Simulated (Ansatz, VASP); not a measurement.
Two plane-wave programs on SnO2

File INCAR:

```
SYSTEM = SnO2
  PREC = Accurate
  ENCUT = 600
  EDIFF = 1E-6
  ISMEAR = 0
  SIGMA = 0.01
  LREAL = .False.
  LASPH = .True.
  NELM = 120
  ALGO = Normal
  ISIF = 2
  LWAVE = .False.
  LCHARG = .True.
  GGA = PS
  LELF = .True.
  LVHAR = .True.
  NBANDS = 35
  GGA_COMPAT = .False.
```

File KPOINTS:

```
Automatic mesh
0
Gamma
  4 4 6
  0 0 0
```

Contents of POSCAR:

```
SnO2
1.0
    4.7880040000      0.0000000000      0.0000000000
    0.0000000000      4.8665820000      0.0000000000
    0.0000000000      0.0000000000      3.2408980000
Sn O
2 4
Direct
    0.5000000000      0.5000000000      0.5000000000
    0.0000000000      0.0000000000      0.0000000000
    0.2918550000      0.3210420000      0.0000000000
    0.2081450000      0.8210420000      0.5000000000
    0.7081450000      0.6789580000      0.0000000000
    0.7918550000      0.1789580000      0.5000000000
```

Input for Ansatz:

```yaml
crystal:
  lattice:
    bravais: orthorhombic
    a: 4.788004
    b: 4.866582
    c: 3.240898
  space_group: 58
  setting:
    hermann_mauguin: Pnnm
  atoms:
    - { symbol: Sn, position: [0.5, 0.5, 0.5] }
    - { symbol: O, position: [0.291855, 0.321042, 0.0] }
basis:
  ecutwfc: 550.0
kpoints:
  mp_grid:
    grid: [4, 4, 6]
hamiltonian:
  xc: pbesol
scf:
  n_extra_bands: 18
  occupations:
    method: fixed
output:
  dos:
    de: 0.1
    method:
      smearing:
        sigma: 0.15
    projected: true
```

Alike in both runs: task single point; functional PBEsol; k mesh 4 × 4 × 6; no spin polarisation.

|  | VASP | Ansatz |
| --- | --- | --- |
| version | VASP 6.6.1 | Ansatz 0.2.0 |
| potentials or method | VASP PAW PBE potentials, release 64 (Sn_d, O), cutoff 600 eV | plane waves, PAW |
| occupations | gaussian, width 0.01 eV | fixed |
| valence electrons in the cell | 52 | 52 |

VASP gave:

* gap on the k mesh at the Fermi level (eV): 0.72

Task: Estimate Ansatz's values.

Result: gap on the k mesh at the Fermi level (eV): 0.73.

VASP's potentials were made for PBE, not for PBEsol.
